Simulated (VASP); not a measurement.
# Mo2Ir (P6/mmm) in VASP: notebook

The runs below take Mo2Ir through relaxation of cell and atoms, with PBE.

Everything below comes from runs of VASP 6.6.1. Logs are shortened: lines on timing, memory, paths and dates and some standing lists are left out, and cuts for length are marked.

**1. The cell of the first run**

The structure is hexagonal, space group P6/mmm (No. 191). Conventional cell: a = 4.424 Å, b = 4.424 Å, c = 2.718 Å, α = 90.00°, β = 90.00°, γ = 120.00°. Within 3.4 Å of Mo (site symmetry -6m2) lie 5 Mo at 2.55 to 2.72 Å and 6 Ir at 2.89 Å. Within 3.6 Å of Ir (site symmetry 6/mmm) lie 2 Ir at 2.72 Å and 12 Mo at 2.89 Å.

**2. Relaxation of cell and atoms, PBE**

The input, INCAR:

```
PREC     = Accurate       # precision mode
ENCUT    = 600            # plane-wave cutoff, eV
EDIFF    = 1E-6           # SCF threshold, eV
ISMEAR   = 0              # smearing method
SIGMA    = 0.1            # smearing width, eV
LREAL    = False          # projectors in reciprocal space
LASPH    = True           # aspherical terms in the spheres
NELM     = 100            # most SCF steps
ALGO     = Fast           # electronic algorithm
ISIF     = 3              # what is computed and relaxed
LWAVE    = False          # write WAVECAR
LCHARG   = False          # write CHGCAR
GGA      = PE             # functional
IBRION   = 2              # ionic algorithm
NSW      = 100            # ionic steps
EDIFFG   = -0.01          # ionic threshold
```

The input, KPOINTS:

```
Automatic mesh
0
Gamma
  12 12 16
```

The input, POSCAR:

```
Mo2Ir
1.0
    4.4243182791      0.0000000000      0.0000000000
   -2.2121591395      3.8315720241      0.0000000000
    0.0000000000      0.0000000000      2.7176322400
Mo Ir
2 1
Direct
    0.3333333333      0.6666666667      0.5000000000
    0.6666666667      0.3333333333      0.5000000000
    0.0000000000      0.0000000000      0.0000000000
```

Potentials or basis: VASP PAW PBE potentials, release 64 (Mo_sv, Ir).

Started as:

```sh
$ cat potpaw_PBE.64/Mo_sv/POTCAR potpaw_PBE.64/Ir/POTCAR > POTCAR
$ mpirun -np 1 vasp_std > vasp.out
```

OUTCAR:

```text
PREC = Accurate
   ENCUT = 600
   EDIFF = 1E-6
   ISMEAR = 0
   LREAL = False
   LASPH = True
   NELM = 100
   ISIF = 3
   GGA = PE
   IBRION = 2
   NSW = 100
   EDIFFG = -0.01

 ion  position               nearest neighbor table
   1  0.333  0.667  0.500-   2 2.55   2 2.55   2 2.55   3 2.89   3 2.89   3 2.89   3 2.89   3 2.89
                             3 2.89
   2  0.667  0.333  0.500-   1 2.55   1 2.55   1 2.55   3 2.89   3 2.89   3 2.89   3 2.89   3 2.89
                             3 2.89
   3  0.000  0.000  0.000-   1 2.89   2 2.89   1 2.89   2 2.89   1 2.89   1 2.89   2 2.89   2 2.89
                             2 2.89   2 2.89   1 2.89   1 2.89

  LATTYP: Found a hexagonal cell.
 ALAT       =     4.4243182791
 C/A-ratio  =     0.6142488105

  Lattice vectors:

 A1 = (   4.4243182791,   0.0000000000,   0.0000000000)
 A2 = (  -2.2121591395,   3.8315720241,   0.0000000000)
 A3 = (   0.0000000000,   0.0000000000,   2.7176322400)

Analysis of symmetry for initial positions (statically):
=====================================================================
 Subroutine PRICEL returns:
 Original cell was already a primitive cell.

 Routine SETGRP: Setting up the symmetry group for a
 hexagonal supercell.

 Subroutine GETGRP returns: Found 24 space group operations
 (whereof 24 operations were pure point group operations)
 out of a pool of 24 trial point group operations.

The static configuration has the point symmetry D_6h.

Analysis of symmetry for dynamics (positions and initial velocities):
=====================================================================
 Subroutine PRICEL returns:
 Original cell was already a primitive cell.

 Routine SETGRP: Setting up the symmetry group for a
 hexagonal supercell.

 Subroutine GETGRP returns: Found 24 space group operations
 (whereof 24 operations were pure point group operations)
 out of a pool of 24 trial point group operations.

The dynamic configuration has the point symmetry D_6h.

 Subroutine INISYM returns: Found 24 space group operations
 (whereof 24 operations are pure point group operations),
 and found     1 'primitive' translations

----------------------------------------------------------------------------------------

                                     Primitive cell

[... 93 lines left out ...]
   LREAL  =      F    real-space projection
   EDIFFG = -.1E-01   stopping-criterion for IOM
   NSW    =    100    number of steps for IOM
   IBRION =      2    ionic relax: 0-MD 1-quasi-New 2-CG
   NFREE  =      1    steps in history (QN), initial steepest desc. (CG)
   ISIF   =      3    stress and relaxation
   ISYM   =      2    0-nonsym 1-usesym 2-fastsym
   POTIM  = 0.5000    time-step for ionic-motion
   TEBEG  =    0.0;   TEEND  =   0.0 temperature during run
   PSTRESS=    0.0 pullay stress
   NELECT =      37.0000    total number of electrons
   NUPDOWN=      -1.0000    fix difference up-down
   EMIN   =  10.00;   EMAX   =-10.00  energy-range for DOS
   EFERMI =   0.00;   METHOD = LEGACY
   ISMEAR =     0;   SIGMA  =   0.10  broadening in eV -4-tet -1-fermi 0-gaus
   EFERMI_NEDOS =   21; number of points for ismear=-14 and -15
   IALGO  =     68    algorithm
   IMIX   =      4    mixing-type and parameters
     AMIX     =   0.40;   BMIX     =  1.00
     AMIX_MAG =   1.60;   BMIX_MAG =  1.00
  volume/ion in A,a.u.               =      15.36       103.63
  Fermi-wavevector in a.u.,A,eV,Ry     =   1.521729  2.875651 31.506466  2.315660
  Thomas-Fermi vector in A             =   2.630405
   LORBIT       =      0    0 simple, 1 ext, 2 COOP (PROOUT), +10 PAW based schemes
   GGA     = PE    functional components
   LHFCALC =     F    Hartree Fock is set to
   AEXX    =    0.0000 exact exchange contribution
   IVDW    =     0    specifies the selected vdW correction
   LEPSILON=     F    determine dielectric tensor
   LRPA    =     F    only Hartree local field effects (RPA)
 conjugate gradient relaxation of ions
 non-spin polarized calculation
 RMM-DIIS sequential band-by-band and
 Gauss-broadening in eV      SIGMA  =   0.10
  energy-cutoff  :      600.00
  volume of cell :       46.07
 maximum number of plane-waves:      1557
 NGX is ok and might be reduce to    36
   NGX = 17   NGY = 17   NGZ = 11

--------------------------------------- Ionic step        1  -------------------------------------------

 number of electron      37.0000005 magnetization

 Free energy of the ion-electron system (eV)
  ---------------------------------------------------
  ext. energy  EPLUGINS =         0.00000000
  ---------------------------------------------------
  free energy    TOTEN  =       -30.53039900 eV

  energy without entropy =      -30.51771513  energy(sigma->0) =      -30.52405706

------------------------ aborting loop because EDIFF is reached ----------------------------------------

  FORCE on cell =-STRESS in cart. coord.  units (eV):
  Direction    XX          YY          ZZ          XY          YZ          ZX
  --------------------------------------------------------------------------------------
  -------------------------------------------------------------------------------------
  Total        0.2335511      0.2335511      0.1707798      0.0000000     -0.0000000      0.0000000
  in kB        8.1222897      8.1222897      5.9392712      0.0000000     -0.0000000      0.0000000
  external PRESSURE =       7.3946168 kB  Pullay stress =       0.0000000 kB
[... 135 lines left out ...]
--------------------------------------- Ionic step        5  -------------------------------------------

 number of electron      37.0000005 magnetization

 Free energy of the ion-electron system (eV)
  ---------------------------------------------------
  ext. energy  EPLUGINS =         0.00000000
  ---------------------------------------------------
  free energy    TOTEN  =       -30.53067273 eV

  energy without entropy =      -30.51796362  energy(sigma->0) =      -30.52431817

 E-fermi :  11.2055     XC(G=0): -13.4501

 val. band max:       11.2036572756   @ k =   0.2500   0.0833   0.5000
 cond. band min:      11.2083613271   @ k =   0.0000   0.0000   0.3750
 fundamental gap:      0.0047040515
 Fermi energy:        11.2054645400

 k-point     1 :       0.0000    0.0000    0.0000
  band No.  band energies     occupation
      1     -49.6043      2.00000
      2     -49.2561      2.00000
      3     -24.0973      2.00000
      4     -24.0973      2.00000
      5     -23.2005      2.00000
      6     -23.0051      2.00000
[... 589 lines left out ...]
     21      12.6696      0.00000
     22      13.2538      0.00000

 [... further k-points ...]
[... 5 lines left out ...]
  --------------------------------------------------------------------------------------
  -------------------------------------------------------------------------------------
  Total       -0.0216148     -0.0216148     -0.0297654     -0.0000000      0.0000000      0.0000000
  in kB       -0.7495350     -0.7495350     -1.0321729     -0.0000000      0.0000000      0.0000000
  external PRESSURE =      -0.8437476 kB  Pullay stress =       0.0000000 kB
[... 18 lines left out ...]
  FREE ENERGIE OF THE ION-ELECTRON SYSTEM (eV)
  ---------------------------------------------------
  free  energy   TOTEN  =       -30.5306727255 eV

  energy  without entropy=      -30.5179636215  energy(sigma->0) =      -30.52431817

 reached required accuracy - stopping structural energy minimisation
```

OSZICAR:

```text
N       E                     dE             d eps       ncg     rms          rms(c)
DAV:   1     0.489853370839E+03    0.48985E+03   -0.23311E+04  7564   0.191E+03
DAV:   2    -0.630167980969E+01   -0.49616E+03   -0.48717E+03  7774   0.574E+02
[... 47 lines left out ...]
   4 F= -.30530668E+02 E0= -.30524311E+02  d E =-.269227E-03
       N       E                     dE             d eps       ncg     rms          rms(c)
DAV:   1    -0.305306869930E+02   -0.18298E-04   -0.47372E-04  8910   0.241E-01    0.392E-02
RMM:   2    -0.305306732150E+02    0.13778E-04   -0.33657E-05  7526   0.539E-02    0.998E-03
RMM:   3    -0.305306725756E+02    0.63940E-06   -0.13690E-05  7443   0.287E-02    0.716E-03
RMM:   4    -0.305306727255E+02   -0.14992E-06   -0.32730E-06  5164   0.165E-02
   5 F= -.30530673E+02 E0= -.30524318E+02  d E =-.273728E-03
```

Wall time 12 min (1 thread of AMD EPYC 7R43 (Zen 3), shared host); peak memory 0.32 GiB.

What came out:

```yaml
Free_energy: -30.5307 eV
Relaxed_volume: 15.40 Å³/atom
Relaxed_cell: a = 4.429 Å, b = 4.429 Å, c = 2.720 Å, α = 90.00°, β = 90.00°, γ = 120.00°
Space_group_after_relaxing_to_0.05_Å: P6/mmm (No. 191)
Energy_gained_by_relaxing: 0.1 meV/atom
Ionic_steps: 5
Pressure_after_relaxing: -0.1 GPa
```

The path:
```csv
step,energy change (eV),largest force (eV/Å),pressure (GPa),volume (Å³)
1,0.0000,0.0000,0.74,46.07
2,0.0020,0.0000,-2.01,46.54
3,-0.0003,0.0000,0.14,46.19
4,-0.0003,0.0000,-0.10,46.21
5,-0.0003,0.0000,-0.08,46.20
```

Final structure:
```cif
data_structure
_symmetry_space_group_name_H-M 'P 1'
_symmetry_Int_Tables_number 1
_cell_length_a 4.4290
_cell_length_b 4.4290
_cell_length_c 2.7197
_cell_angle_alpha 90.000
_cell_angle_beta 90.000
_cell_angle_gamma 120.000
_cell_volume 46.20
loop_
_atom_site_label
_atom_site_type_symbol
_atom_site_fract_x
_atom_site_fract_y
_atom_site_fract_z
_atom_site_occupancy
Mo1 Mo 0.33333 0.66667 0.50000 1
Mo2 Mo 0.66667 0.33333 0.50000 1
Ir1 Ir 0.00000 0.00000 0.00000 1
```

Caveat: spin-orbit coupling is left out, which moves the levels of the heavy elements.

**3. Relaxation of cell and atoms, PBE**

The input, INCAR:

```
ALGO = Fast ; EDIFF = 1E-7
EDIFFG = -0.01 ; ENCUT = 600
GGA = PE ; IBRION = 2
ISIF = 3 ; ISMEAR = 0
LASPH = T ; LCHARG = F
LREAL = F ; LWAVE = F
NELM = 60 ; NSW = 100
PREC = Accurate ; SIGMA = 0.1
```

The input, KPOINTS:

```
k-points
0
Gamma
  12 12 16
```

The input, POSCAR:

```
Mo2Ir
1.0
    4.4250243399      0.0000000000      0.0000000000
   -2.2125121699      3.8321834907      0.0000000000
    0.0000000000      0.0000000000      2.7176891588
Mo Ir
2 1
Direct
    0.3333333333      0.6666666667      0.5000000000
    0.6666666667      0.3333333333      0.5000000000
    0.0000000000      0.0000000000      0.0000000000
```

Potentials or basis: VASP PAW PBE potentials, release 64 (Mo_sv, Ir).

Started as:

```sh
$ cat potpaw_PBE.64/Mo_sv/POTCAR potpaw_PBE.64/Ir/POTCAR > POTCAR
$ mpirun -np 1 vasp_std > vasp.out
```

OUTCAR:

```text
EDIFF = 1E-7
   EDIFFG = -0.01
   ENCUT = 600
   GGA = PE
   IBRION = 2
   ISIF = 3
   ISMEAR = 0
   LASPH = T
   LREAL = F
   NELM = 60
   NSW = 100
   PREC = Accurate

 ion  position               nearest neighbor table
   1  0.333  0.667  0.500-   2 2.55   2 2.55   2 2.55   3 2.89   3 2.89   3 2.89   3 2.89   3 2.89
                             3 2.89
   2  0.667  0.333  0.500-   1 2.55   1 2.55   1 2.55   3 2.89   3 2.89   3 2.89   3 2.89   3 2.89
                             3 2.89
   3  0.000  0.000  0.000-   1 2.89   2 2.89   1 2.89   2 2.89   1 2.89   1 2.89   2 2.89   2 2.89
                             2 2.89   2 2.89   1 2.89   1 2.89

  LATTYP: Found a hexagonal cell.
 ALAT       =     4.4250243399
 C/A-ratio  =     0.6141636633

  Lattice vectors:

 A1 = (   4.4250243399,   0.0000000000,   0.0000000000)
 A2 = (  -2.2125121699,   3.8321834907,   0.0000000000)
 A3 = (   0.0000000000,   0.0000000000,   2.7176891588)

Analysis of symmetry for initial positions (statically):
=====================================================================
 Subroutine PRICEL returns:
 Original cell was already a primitive cell.

 Routine SETGRP: Setting up the symmetry group for a
 hexagonal supercell.

 Subroutine GETGRP returns: Found 24 space group operations
 (whereof 24 operations were pure point group operations)
 out of a pool of 24 trial point group operations.

The static configuration has the point symmetry D_6h.

Analysis of symmetry for dynamics (positions and initial velocities):
=====================================================================
 Subroutine PRICEL returns:
 Original cell was already a primitive cell.

 Routine SETGRP: Setting up the symmetry group for a
 hexagonal supercell.

 Subroutine GETGRP returns: Found 24 space group operations
 (whereof 24 operations were pure point group operations)
 out of a pool of 24 trial point group operations.

The dynamic configuration has the point symmetry D_6h.

[... 124 lines left out ...]
   LORBIT       =      0    0 simple, 1 ext, 2 COOP (PROOUT), +10 PAW based schemes
   GGA     = PE    functional components
   LHFCALC =     F    Hartree Fock is set to
   AEXX    =    0.0000 exact exchange contribution
   IVDW    =     0    specifies the selected vdW correction
   LEPSILON=     F    determine dielectric tensor
   LRPA    =     F    only Hartree local field effects (RPA)
 conjugate gradient relaxation of ions
 non-spin polarized calculation
 RMM-DIIS sequential band-by-band and
 Gauss-broadening in eV      SIGMA  =   0.10
  energy-cutoff  :      600.00
  volume of cell :       46.09
 maximum number of plane-waves:      1557
 NGX is ok and might be reduce to    36
   NGX = 17   NGY = 17   NGZ = 11

--------------------------------------- Ionic step        1  -------------------------------------------

 number of electron      37.0000005 magnetization

 Free energy of the ion-electron system (eV)
  ---------------------------------------------------
  ext. energy  EPLUGINS =         0.00000000
  ---------------------------------------------------
  free energy    TOTEN  =       -30.53048244 eV

  energy without entropy =      -30.51779594  energy(sigma->0) =      -30.52413919

------------------------ aborting loop because EDIFF is reached ----------------------------------------

  FORCE on cell =-STRESS in cart. coord.  units (eV):
  Direction    XX          YY          ZZ          XY          YZ          ZX
  --------------------------------------------------------------------------------------
  -------------------------------------------------------------------------------------
  Total        0.1966743      0.1966743      0.1547708      0.0000000     -0.0000000     -0.0000000
  in kB        6.8374866      6.8374866      5.3806873      0.0000000     -0.0000000     -0.0000000
  external PRESSURE =       6.3518868 kB  Pullay stress =       0.0000000 kB
[... 61 lines left out ...]
--------------------------------------- Ionic step        3  -------------------------------------------

 number of electron      37.0000005 magnetization

 Free energy of the ion-electron system (eV)
  ---------------------------------------------------
  ext. energy  EPLUGINS =         0.00000000
  ---------------------------------------------------
  free energy    TOTEN  =       -30.53068906 eV

  energy without entropy =      -30.51798027  energy(sigma->0) =      -30.52433466

 E-fermi :  11.2106     XC(G=0): -13.4518

 val. band max:       11.2089955760   @ k =   0.2500   0.0833   0.5000
 cond. band min:      11.2136159545   @ k =   0.0000   0.0000   0.3750
 fundamental gap:      0.0046203785
 Fermi energy:        11.2105969014

 k-point     1 :       0.0000    0.0000    0.0000
  band No.  band energies     occupation
      1     -49.5990      2.00000
      2     -49.2504      2.00000
      3     -24.0922      2.00000
      4     -24.0922      2.00000
      5     -23.1945      2.00000
      6     -22.9992      2.00000
[... 589 lines left out ...]
     21      12.6753      0.00000
     22      13.2598      0.00000

 [... further k-points ...]
[... 5 lines left out ...]
  --------------------------------------------------------------------------------------
  -------------------------------------------------------------------------------------
  Total        0.0055871      0.0055871     -0.0034870      0.0000000      0.0000000     -0.0000000
  in kB        0.1938044      0.1938044     -0.1209544      0.0000000      0.0000000     -0.0000000
  external PRESSURE =       0.0888848 kB  Pullay stress =       0.0000000 kB
[... 18 lines left out ...]
  FREE ENERGIE OF THE ION-ELECTRON SYSTEM (eV)
  ---------------------------------------------------
  free  energy   TOTEN  =       -30.5306890597 eV

  energy  without entropy=      -30.5179802651  energy(sigma->0) =      -30.52433466

 reached required accuracy - stopping structural energy minimisation
```

Run time: 16 min. Hardware: 1 thread of Oxide Virtual Turin-like, shared host; peak memory 0.31 GiB.

Results:

```
Free energy                            : -30.5307 eV
Relaxed volume                         : 15.40 Å³/atom
Relaxed cell                           : a = 4.429 Å, b = 4.429 Å, c = 2.719 Å, α = 90.00°, β = 90.00°, γ = 120.00°
Space group after relaxing (to 0.05 Å) : P6/mmm (No. 191)
Energy gained by relaxing              : 0.1 meV/atom
Ionic steps                            : 3
Pressure after relaxing                : 0.0 GPa
```

Step by step:
```
step  energy change (eV)  largest force (eV/Å)  pressure (GPa)  volume (Å³)
   1              0.0000                0.0000            0.64        46.09
   2              0.0015                0.0000           -1.74        46.49
   3             -0.0002                0.0000            0.01        46.19
```

Final structure:
```
CELL_PARAMETERS angstrom
4.42859 0.00000 0.00000
-2.21429 3.83527 0.00000
0.00000 0.00000 2.71941
ATOMIC_POSITIONS crystal
Mo 0.33333 0.66667 0.50000
Mo 0.66667 0.33333 0.50000
Ir 0.00000 0.00000 0.00000
```

Caveat: spin-orbit coupling is left out, which moves the levels of the heavy elements.
